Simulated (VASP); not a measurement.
Crystal: C.

```
C
1.0
     2.46496    0.00000    0.00000
    -1.23248    2.13472    0.00000
     0.00000    0.00000    6.74054
C
4
Direct
  0.00000 0.00000 0.00250
  0.00000 0.00000 0.50250
  0.33333 0.66667 0.00250
  0.66667 0.33333 0.50250
```

- Program: VASP 6.6.1
- Task: relaxation of cell and atoms
- Functional: PBE
- Potentials or basis: VASP PAW PBE potentials, release 64 (C)
- Cutoff: 600 eV
- k mesh: 21 × 21 × 6
- Occupations: gaussian, width 0.1 eV
- Spin: no spin polarisation

At the start: pressure 1.4 GPa; volume 8.87 Å³/atom.

Problem. How do energy, volume and symmetry change on relaxing?

Solution. Over 23 steps the energy falls by 11.2 meV/atom and the volume is 10.41 Å³/atom (+17.4 %); space group P6_3/mmc (No. 194, to 0.1 Å) before and after.

The path:
```tsv
step	energy change (eV)	largest force (eV/Å)	pressure (GPa)	volume (Å³)
1	0.0000	0.0000	1.41	35.47
2	-0.0050	0.0000	0.08	35.87
3	-0.0098	0.0000	-2.94	36.84
4	-0.0109	0.0000	-2.93	36.89
5	-0.0140	0.0000	-2.78	37.05
6	-0.0197	0.0000	-2.17	37.36
7	-0.0287	0.0000	-1.48	37.99
8	-0.0391	0.0000	0.57	39.23
9	-0.0346	0.0000	4.19	41.66
10	-0.0411	0.0000	1.71	39.93
11	-0.0411	0.0000	2.18	40.25
12	-0.0444	0.0000	0.65	41.27
13	-0.0447	0.0000	0.05	41.67
14	-0.0447	0.0000	0.14	41.64
15	-0.0447	0.0000	0.10	41.59
16	-0.0447	0.0000	0.08	41.63
17	-0.0447	0.0000	0.11	41.61
18	-0.0447	0.0000	0.10	41.62
19	-0.0447	0.0000	0.09	41.62
20	-0.0447	0.0000	0.08	41.61
21	-0.0447	0.0000	0.08	41.61
22	-0.0447	0.0000	0.09	41.61
23	-0.0447	0.0000	0.01	41.63
```

Final structure:
```
C
1.0
     2.46713    0.00000    0.00000
    -1.23356    2.13659    0.00000
     0.00000    0.00000    7.89841
C
4
Cartesian
  0.0000 0.0000 0.0197
  0.0000 0.0000 3.9690
  0.0000 1.4244 0.0197
  1.2336 0.7122 3.9690
```

Caveat: the volume moved by over 15 % at a fixed basis, so the end points are rough; this functional lacks dispersion, which binds layers or chains, so the pressure and a relaxed spacing across them are unreliable.
